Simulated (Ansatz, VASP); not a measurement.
Two plane-wave programs on MgO

Contents of POSCAR:

```
MgO
1.0
    0.0000000000      2.2820056617      2.2820056617
    2.2820056617      0.0000000000      2.2820056617
    2.2820056617      2.2820056617      0.0000000000
Mg O
1 1
Direct
    0.0000000000      0.0000000000      0.0000000000
    0.2500000000      0.2500000000      0.2500000000
```

Contents of INCAR.step1:

```
PREC = Accurate
ENCUT = 520
EDIFF = 1E-5
ISMEAR = 0
SIGMA = 0.01
LREAL = F
LASPH = T
NELM = 60
ALGO = Normal
ISIF = 2
LWAVE = T
LCHARG = F
GGA = PE
NBANDS = 11
```

The input INCAR.step2:

```
PREC = Accurate
ENCUT = 520
EDIFF = 1E-6
ISMEAR = 0
SIGMA = 0.01
LREAL = F
LASPH = T
NELM = 60
ALGO = Normal
ISIF = 2
LWAVE = F
LCHARG = F
METAGGA = R2SCAN
LHFCALC = T
AEXX = 0.25
LMIXTAU = T
PRECFOCK = Normal
ISTART = 1
NBANDS = 11
```

File KPOINTS:

```
Automatic mesh
0
Gamma
  6 6 6
```

Input for Ansatz:

```yaml
crystal:
  lattice:
    - [0.0, 2.2820056617, 2.2820056617]
    - [2.2820056617, 0.0, 2.2820056617]
    - [2.2820056617, 2.2820056617, 0.0]
  atoms:
    - { symbol: Mg, position: [0.0, 0.0, 0.0] }
    - { symbol: O, position: [0.25, 0.25, 0.25] }
kpoints:
  mp_grid: { grid: [6, 6, 6] }
  band_path:
    path:
      - [0.0, 0.0, 0.0]
      - [-0.5, -0.5, 0.0]
      - [-0.375, -0.375, 0.25]
      - [-0.375, 0.0, 0.375]
      - [0.0, 0.0, 0.5]
      - [-0.5, -0.25, 0.25]
    npoints: 1
hamiltonian:
  xc: r2scan0
scf:
  occupations: { method: fixed }
  n_extra_bands: 4
output:
  forces: true
  stress: true
  eigenvalues: true
```

Alike in both runs: task single point; functional r2SCAN0; k mesh 6 × 6 × 6; no spin polarisation.

|  | VASP | Ansatz |
| --- | --- | --- |
| version | VASP 6.6.1 | Ansatz 0.2.0 |
| potentials or method | VASP PAW PBE potentials, release 64 (Mg, O) | plane waves, PAW |
| plane-wave cutoff (eV) | 520 | 500 |
| occupations | gaussian, width 0.01 eV | fixed |
| valence electrons in the cell | 8 | 16 |

```csv
,VASP,Ansatz,Ansatz less VASP
gap on the k mesh at the Fermi level (eV),6.41,6.42,+0.008
pressure (GPa),-2.6,-2.3,+0.29
```

VASP's potentials were made for PBE, not for r2SCAN0. VASP's potentials hold 8 valence electrons a cell and Ansatz's 16, so a difference there can come from the potentials and not from the codes. Ansatz's warnings: stress exchange threshold loose, stress scf threshold loose.
